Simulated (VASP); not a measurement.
Here is a VASP 6.6.1 calculation.

File INCAR:

```
SYSTEM = Ru
PREC = Accurate
ENCUT = 520
EDIFF = 1E-6
ISMEAR = 0
SIGMA = 0.1
LREAL = .FALSE.
LASPH = .TRUE.
NELM = 120
ALGO = Normal
ISIF = 2
LWAVE = .FALSE.
LCHARG = .TRUE.
LDIPOL = .TRUE.
IDIPOL = 3
DIPOL = 0.5 0.5 0.303
GGA = PE
LELF = .TRUE.
LVHAR = .TRUE.
LVACPOTAV = .TRUE.
NBANDS = 23
GGA_COMPAT = .FALSE.
NELMDL = -8
```

The input KPOINTS:

```
Automatic mesh
0
G
  24 24 1
  0 0 0
```

File POSCAR:

```
Ru
1.0
    2.6217539754     -0.0000002758      0.0000000000
   -1.3108767489      2.2705056831      0.0000000000
    0.0000000000      0.0000000000     28.0234623200
Ru
2
Direct
    0.0000000000      0.0000000000      0.3436460302
    0.0000000000      0.0000000000      0.2629885036
```

Potentials or basis: VASP PAW PBE potentials, release 64 (Ru_sv).

Run with:

```console
$ cat potpaw_PBE.64/Ru_sv/POTCAR > POTCAR
$ mpirun -np 1 vasp_std > vasp.out
```

(1) Estimate the largest force.

(2) Estimate the band gap on the k mesh.

Results:

(1) 0.007 eV/Å.

(2) zero (band 16 reaches 0.14 eV, above the bottom of band 17 at -2.57 eV).
